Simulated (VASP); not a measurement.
# NaCl (Pm-3m) in VASP: further runs, part 2 of 3

VASP 6.6.1.

## 3. Electric field gradients, PBE (12.16 Å³/atom)

This run uses another cell than the first one, of 12.16 Å³/atom.

INCAR reads:

```
SYSTEM = NaCl
PREC = Accurate
ENCUT = 400
EDIFF = 1E-8
ISMEAR = -1
SIGMA = 0.02
LREAL = .FALSE.
LASPH = .TRUE.
NELM = 120
ALGO = Normal
ISIF = 2
LWAVE = .FALSE.
LCHARG = .FALSE.
GGA = PE
LEFG = .TRUE.
NBANDS = 14
GGA_COMPAT = .FALSE.
```

KPOINTS reads:

```
Automatic mesh
0
G
  8 8 8
  0 0 0
```

POSCAR reads:

```
NaCl
1.0
    2.8976358949      0.0000000000      0.0000000000
    0.0000000000      2.8976358949      0.0000000000
    0.0000000000      0.0000000000      2.8976358949
Na Cl
1 1
Direct
    0.0000000000      0.0000000000      0.0000000000
    0.5000000000      0.5000000000      0.5000000000
```

Potentials or basis: VASP PAW PBE potentials, release 64 (Na_pv, Cl).

Run with:

```console
$ cat potpaw_PBE.64/Na_pv/POTCAR potpaw_PBE.64/Cl/POTCAR > POTCAR
$ mpirun -np 1 vasp_std > vasp.out
```

OUTCAR:

```text
SYSTEM = NaCl
   PREC = Accurate
   ENCUT = 400
   EDIFF = 1E-8
   ISMEAR = -1
   LREAL = .FALSE.
   LASPH = .TRUE.
   NELM = 120
   ISIF = 2
   GGA = PE

 ion  position               nearest neighbor table
   1  0.000  0.000  0.000-   2 2.51   2 2.51   2 2.51   2 2.51   2 2.51   2 2.51   2 2.51   2 2.51

   2  0.500  0.500  0.500-   1 2.51   1 2.51   1 2.51   1 2.51   1 2.51   1 2.51   1 2.51   1 2.51

  LATTYP: Found a simple cubic cell.
 ALAT       =     2.8976358949

  Lattice vectors:

 A1 = (   2.8976358949,   0.0000000000,   0.0000000000)
 A2 = (   0.0000000000,   2.8976358949,   0.0000000000)
 A3 = (   0.0000000000,   0.0000000000,   2.8976358949)

Analysis of symmetry for initial positions (statically):
=====================================================================
 Subroutine PRICEL returns:
 Original cell was already a primitive cell.

 Routine SETGRP: Setting up the symmetry group for a
 simple cubic supercell.

 Subroutine GETGRP returns: Found 48 space group operations
 (whereof 48 operations were pure point group operations)
 out of a pool of 48 trial point group operations.

The static configuration has the point symmetry O_h .

Analysis of symmetry for dynamics (positions and initial velocities):
=====================================================================
 Subroutine PRICEL returns:
 Original cell was already a primitive cell.

 Routine SETGRP: Setting up the symmetry group for a
 simple cubic supercell.

 Subroutine GETGRP returns: Found 48 space group operations
 (whereof 48 operations were pure point group operations)
 out of a pool of 48 trial point group operations.

The dynamic configuration has the point symmetry O_h .

 Subroutine INISYM returns: Found 48 space group operations
 (whereof 48 operations are pure point group operations),
 and found     1 'primitive' translations

----------------------------------------------------------------------------------------

                                     Primitive cell

  volume of cell :      24.3294

  direct lattice vectors                    reciprocal lattice vectors
     2.897635895  0.000000000  0.000000000     0.345108922  0.000000000  0.000000000
     0.000000000  2.897635895  0.000000000     0.000000000  0.345108922  0.000000000
     0.000000000  0.000000000  2.897635895     0.000000000  0.000000000  0.345108922

  length of vectors
     2.897635895  2.897635895  2.897635895     0.345108922  0.345108922  0.345108922

  position of ions in fractional coordinates (direct lattice)
     0.000000000  0.000000000  0.000000000
     0.500000000  0.500000000  0.500000000

  ion indices of the primitive-cell ions
   primitive index   ion index
                 1           1
                 2           2

----------------------------------------------------------------------------------------

 KPOINTS: Automatic mesh

Automatic generation of k-mesh.
 Grid dimensions read from file:
 generate k-points for:    8    8    8

 Generating k-lattice:

[... 82 lines left out ...]
  volume/ion in A,a.u.               =      12.16        82.09
  Fermi-wavevector in a.u.,A,eV,Ry     =   1.361676  2.573194 25.227389  1.854161
  Thomas-Fermi vector in A             =   2.488231
   LORBIT       =      0    0 simple, 1 ext, 2 COOP (PROOUT), +10 PAW based schemes
   GGA     = PE    functional components
   LHFCALC =     F    Hartree Fock is set to
   AEXX    =    0.0000 exact exchange contribution
   IVDW    =     0    specifies the selected vdW correction
   LEPSILON=     F    determine dielectric tensor
   LRPA    =     F    only Hartree local field effects (RPA)
 non-spin polarized calculation
  energy-cutoff  :      400.00
  volume of cell :       24.33
 maximum number of plane-waves:       466
 NGX is ok and might be reduce to    20
   NGX =  9   NGY =  9   NGZ =  9

 number of electron      13.9999975 magnetization

 Free energy of the ion-electron system (eV)
  ---------------------------------------------------
  ext. energy  EPLUGINS =         0.00000000
  ---------------------------------------------------
  free energy    TOTEN  =        -4.55073873 eV

  energy without entropy =       -4.55073873  energy(sigma->0) =       -4.55073873

 E-fermi :   6.7454     XC(G=0): -11.1612

 val. band max:        6.2409224503   @ k =   0.5000   0.5000   0.0000
 cond. band min:      10.8067653084   @ k =   0.5000   0.5000   0.0000
 fundamental gap:      4.5658428582
 Fermi energy:         6.7453535721

 k-point     1 :       0.0000    0.0000    0.0000
  band No.  band energies     occupation
      1     -16.3241      2.00000
      2     -16.3241      2.00000
      3     -16.3241      2.00000
      4     -10.3940      2.00000
      5       5.0515      2.00000
      6       5.0515      2.00000
      7       5.0515      2.00000
      8      13.1357      0.00000
      9      13.1357      0.00000
     10      13.3448      0.00000
     11      23.9652      0.00000
     12      23.9652      0.00000
     13      23.9652      0.00000
     14      28.2572      0.00000
[... 377 lines left out ...]
      1     -16.5597      2.00000
      2     -16.5038      2.00000
      3     -16.3039      2.00000
      4      -8.1624      2.00000
      5       0.9969      2.00000
      6       1.7510      2.00000
      7       5.2692      2.00000
      8      11.7235      0.00000
      9      16.9393      0.00000
     10      17.3820      0.00000
     11      18.3125      0.00000
     12      23.2183      0.00000
     13      23.7022      0.00000
     14      27.6841      0.00000

 [... further k-points ...]

------------------------ aborting loop because EDIFF is reached ----------------------------------------

  FORCE on cell =-STRESS in cart. coord.  units (eV):
  Direction    XX          YY          ZZ          XY          YZ          ZX
  --------------------------------------------------------------------------------------
  -------------------------------------------------------------------------------------
  Total        8.4179176      8.4179176      8.4179176     -0.0000000      0.0000000     -0.0000000
  in kB      554.3496954    554.3496954    554.3496954     -0.0000000      0.0000000     -0.0000000
  external PRESSURE =     554.3496954 kB  Pullay stress =       0.0000000 kB

 VOLUME and BASIS-vectors are now :
 -----------------------------------------------------------------------------
  energy-cutoff  :      400.00
  volume of cell :       24.33
      direct lattice vectors                 reciprocal lattice vectors
     2.897635895  0.000000000  0.000000000     0.345108922  0.000000000  0.000000000
     0.000000000  2.897635895  0.000000000     0.000000000  0.345108922  0.000000000
     0.000000000  0.000000000  2.897635895     0.000000000  0.000000000  0.345108922

 POSITION                                       TOTAL-FORCE (eV/Angst)
 -----------------------------------------------------------------------------------
      0.00000      0.00000      0.00000         0.000000      0.000000      0.000000
      1.44882      1.44882      1.44882         0.000000      0.000000      0.000000
 -----------------------------------------------------------------------------------
    total drift:                                0.000000      0.000000      0.000000

  FREE ENERGIE OF THE ION-ELECTRON SYSTEM (eV)
  ---------------------------------------------------
  free  energy   TOTEN  =        -4.5507387288 eV

  energy  without entropy=       -4.5507387288  energy(sigma->0) =       -4.55073873

 Electric field gradients (V/A^2)
---------------------------------------------------------------------
 ion       V_xx      V_yy      V_zz      V_xy      V_xz      V_yz
---------------------------------------------------------------------
   1       0.000     0.000    -0.000    -0.000     0.000    -0.000
   2      -0.000    -0.000    -0.000    -0.000     0.000    -0.000
---------------------------------------------------------------------

 Electric field gradients after diagonalization (V/A^2)
 (convention: |V_zz| > |V_xx| > |V_yy|)
----------------------------------------------------------------------
 ion       V_xx      V_yy      V_zz     asymmetry (V_yy - V_xx)/ V_zz
----------------------------------------------------------------------
   1       0.000     0.000    -0.000       0.069
   2      -0.000    -0.000    -0.000      -0.166
----------------------------------------------------------------------

           NMR quadrupolar parameters

 Cq : quadrupolar parameter    Cq=e*Q*V_zz/h
 eta: asymmetry parameters     (V_yy - V_xx)/ V_zz
 Q  : nuclear electric quadrupole moment in mb (millibarn)
----------------------------------------------------------------------
 ion       Cq(MHz)       eta       Q (mb)
----------------------------------------------------------------------
   1      -0.000       0.069       1.000
   2      -0.000      -0.166       1.000
----------------------------------------------------------------------
```

stdout:

```text
POSCAR found type information on POSCAR NaCl
 POSCAR found :  2 types and       2 ions
 scaLAPACK will be used
 LDA part: xc-table for (Slater+PW92), standard interpolation
 POSCAR, INCAR and KPOINTS ok, starting setup
 FFT: planning ... GRIDC
 FFT: planning ... GRID_SOFT
 FFT: planning ... GRID
 WAVECAR not read
 entering main loop
ion   1

ion   2
```

It took 20 s on 1 thread of AMD EPYC, shared host; peak memory 0.09 GiB.

Results:

- Free energy: -4.5507 eV
- Pressure: 55.4 GPa
- Band gap on the k mesh: 4.57 eV
- Largest electric field gradient by atom: zero within the noise of the run

Levels at points of the mesh, in eV from the valence-band top:
```tsv
k point	band 5	band 6	band 7	band 8	band 9	band 10
(0.00, 0.00, 0.00)	-1.19	-1.19	-1.19	6.89	6.89	7.10
(0.50, 0.00, 0.00)	-6.55	-0.73	-0.73	9.12	9.44	12.74
(0.50, 0.50, 0.00)	-5.08	-5.08	0.00	4.57	10.72	12.85
(0.50, 0.50, 0.50)	-4.51	-4.51	-4.51	6.45	6.45	6.45
```

Caveat: the cell stands under pressure. A k mesh can miss the band edges.

[end of part 2 of 3]
